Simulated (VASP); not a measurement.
Input of a VASP 6.6.1 run:

Contents of INCAR:

```
SYSTEM = Cd
ALGO = Normal ; EDIFF = 1E-6
ENCUT = 630 ; GGA = PE
GGA_COMPAT = .False. ; ISIF = 2
ISMEAR = 0 ; LASPH = .True.
LCHARG = .False. ; LREAL = .False.
LWAVE = .False. ; NBANDS = 27
NELM = 120 ; PREC = Accurate
SIGMA = 0.1
```

The input KPOINTS:

```
k-points
0
Gamma
  18 18 8
  0 0 0
```

Contents of POSCAR:

```
Cd
1.0
    2.9069029483      0.0000000000      0.0000000000
   -1.4534514741      2.5174517995      0.0000000000
    0.0000000000      0.0000000000      5.6504570760
Cd
2
Direct
    0.3333333333      0.6666666667      0.2500000000
    0.6666666667      0.3333333333      0.7500000000
```

Potentials or basis: VASP PAW PBE potentials, release 64 (Cd_sv_GW).

Run with:

```console
$ cat potpaw_PBE.64/Cd_sv_GW/POTCAR > POTCAR
$ mpirun -np 1 vasp_std > vasp.out
```

Q: Predict the pressure.

A: 6.3 GPa.

Q: Predict the band gap on the k mesh.

A: Zero (bands 20 and 21 overlap by 5.05 eV).

Stress tensor (GPa, compression positive):
```
7.45 0.00 0.00
0.00 7.45 0.00
0.00 0.00 3.92
```

Caveat: the cell differs from its parent crystal (strained); the cell stands under pressure.
